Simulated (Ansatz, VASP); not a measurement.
**Two plane-wave programs on Ti**

The input INCAR:

```
SYSTEM = Ti
PREC = Accurate
ENCUT = 520
EDIFF = 1E-6
ISMEAR = 0
SIGMA = 0.15
LREAL = .False.
LASPH = .True.
NELM = 60
ALGO = Fast
ISIF = 2
LWAVE = .False.
LCHARG = .True.
GGA = PS
LELF = .True.
LVHAR = .True.
NBANDS = 12
```

File KPOINTS:

```
regular mesh
0
Gamma
  26 26 26
  0 0 0
```

Contents of POSCAR:

```
Ti
1.0
    0.0000000000      2.1293172091      2.0279211515
    2.1293172091      0.0000000000      2.0279211515
    2.1293172091      2.1293172091      0.0000000000
Ti
1
Direct
    0.0000000000      0.0000000000      0.0000000000
```

Input for Ansatz:

```yaml
crystal:
  lattice:
    - [0.0, 2.1293172091, 2.0279211515]
    - [2.1293172091, 0.0, 2.0279211515]
    - [2.1293172091, 2.1293172091, 0.0]
  atoms:
    - { symbol: Ti, position: [0.0, 0.0, 0.0] }
basis:
  ecutwfc: 420
kpoints:
  mp_grid: { grid: [26, 26, 26] }
hamiltonian:
  xc: pbesol
scf:
  occupations: { method: gaussian, width: 0.15 }
output:
  forces: true
  stress: true
  eigenvalues: true
```

Change from the starting cell: strain +0.050 along x and y, +0.000 along z, atoms carried along.

Alike in both runs: task single point; functional PBEsol; k mesh 26 × 26 × 26; occupations gaussian, width 0.15 eV; no spin polarisation.

```csv
,VASP,Ansatz
version,VASP 6.6.1,Ansatz 0.2.0
potentials or method,"VASP PAW PBE potentials, release 64 (Ti_sv), cutoff 520 eV","scalar-relativistic, plane waves, PAW"
valence electrons in the cell,12,12
```

|  | VASP | Ansatz | Ansatz less VASP |
| --- | --- | --- | --- |
| gap on the k mesh at the Fermi level (eV) | none | none | - |
| pressure (GPa) | -9.9 | -9.4 | +0.56 |
| traceless stress, the component that is largest in VASP (GPa) | 1.03 | 1.04 | +0.009 |

VASP's potentials were made for PBE, not for PBEsol. A gap of «none» marks a metal or a gap that the smearing closes.
